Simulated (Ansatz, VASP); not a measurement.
## Two plane-wave programs on Ge

File INCAR:

```
SYSTEM = Ge
ALGO = Normal
EDIFF = 1E-6
EDIFFG = -0.01
ENCUT = 600
GGA = PE
IBRION = 2
ISIF = 3
ISMEAR = -1
LASPH = .TRUE.
LCHARG = .FALSE.
LREAL = .FALSE.
LWAVE = .FALSE.
NELM = 100
NSW = 60
PREC = Accurate
SIGMA = 0.05
```

Contents of KPOINTS:

```
k-points
0
G
  8 8 8
  0 0 0
```

The input POSCAR:

```
Ge
1.0
    0.0000000000      2.8289100000      2.8289100000
    2.8289100000      0.0000000000      2.8289100000
    2.8289100000      2.8289100000      0.0000000000
Ge
2
Direct
    0.7500000000      0.7500000000      0.7500000000
    0.5000000000      0.5000000000      0.5000000000
```

input.yaml

```yaml
crystal:
  lattice:
    - [0.0, 2.82891, 2.82891]
    - [2.82891, 0.0, 2.82891]
    - [2.82891, 2.82891, 0.0]
  atoms:
    - { symbol: Ge, position: [0.75, 0.75, 0.75] }
    - { symbol: Ge, position: [0.5, 0.5, 0.5] }
hamiltonian:
  xc: pbe
  pseudopotentials: { kind: paw }
kpoints:
  mp_grid: { grid: [8, 8, 8] }
scf:
  occupations: { method: fermi_dirac, width: 0.05 }
output:
  forces: true
  stress: true
  eigenvalues: true
relax:
  f_tol: 0.01
  max_steps: 40
  cell: { stress_tol: 0.05 }
```

Alike in both runs: task relaxation of cell and atoms; functional PBE; k mesh 8 × 8 × 8; occupations fermi-dirac, width 0.05 eV; no spin polarisation.

|  | VASP | Ansatz |
| --- | --- | --- |
| version | VASP 6.6.1 | Ansatz 0.2.0 |
| potentials or method | VASP PAW PBE potentials, release 64 (Ge_d) | Ansatz PAW |
| plane-wave cutoff (eV) | 600 | 420 |
| valence electrons in the cell | 28 | 28 |

|  | VASP | Ansatz | Ansatz less VASP |
| --- | --- | --- | --- |
| gap on the k mesh at the Fermi level, each at its own relaxed structure (eV) | none | none | - |
| relaxed volume (Å³/atom) | 23.85 | 23.91 | +0.055 |
| relaxed length of the cell vector where the two differ most in proportion (Å) | 4.071 | 4.074 | +0.0031 |

A gap of «none» marks a metal or a gap that the smearing closes.

Noted on Ansatz's run: the plane-wave basis is chosen anew once the cell has moved, so the energies of steps on either side of that aren't comparable.
